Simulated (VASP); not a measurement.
CuI2: single point with r2SCAN

The system is CuI2.

```xyz
3
Lattice="5.2004 0.0000 0.0000 0.0000 5.2004 0.0000 0.0000 0.0000 4.5442" Properties=species:S:1:pos:R:3 pbc="T T T"
Cu    0.0000    0.0000    0.0000
I     0.0000    2.6002    0.0000
I     2.6002    0.0000    0.0000
```

```yaml
Program: VASP 6.6.1
Task: single point
Functional: r2SCAN
Potentials_or_basis: VASP PAW PBE potentials, release 64 (Cu, I)
Cutoff: 520 eV
k_mesh: 1 × 1 × 1, shifted
Occupations: gaussian, width 0.1 eV
Spin: no spin polarisation
Dipole_correction: no
Further_INCAR_settings: ALGO = Normal; EDIFF = 1e-06; NBANDS = 20
```

```json
{
  "Pressure": "0.6 GPa"
}
```

Stress tensor (GPa, compression positive):
```
 1.43  0.00  0.00
 0.00  1.43  0.00
 0.00  0.00 -1.16
```

Levels at points of the mesh, in eV from the Fermi level:
```
           k point  band 11  band 12  band 13  band 14  band 15  band 16
(0.25, 0.25, 0.25)    -1.29    -1.16     0.00     3.27     4.74     6.31
```

Run time: 36 s on 1 thread of AMD EPYC 7R13 Processor (Zen 3), with other jobs on the host, peak memory 0.2 GiB.

Caveat: the k points lie up to 1.38 Å⁻¹ apart; the PAW data sets were made with another functional, which shifts forces and pressure a little; spin-orbit coupling is left out, which moves the levels of the heavy elements; an odd number of electrons without spin polarisation forces a metal; a magnetic or distorted state may lie lower; semilocal functionals often make such compounds metallic where correlation or magnetic order opens a gap, which also shifts bond lengths.
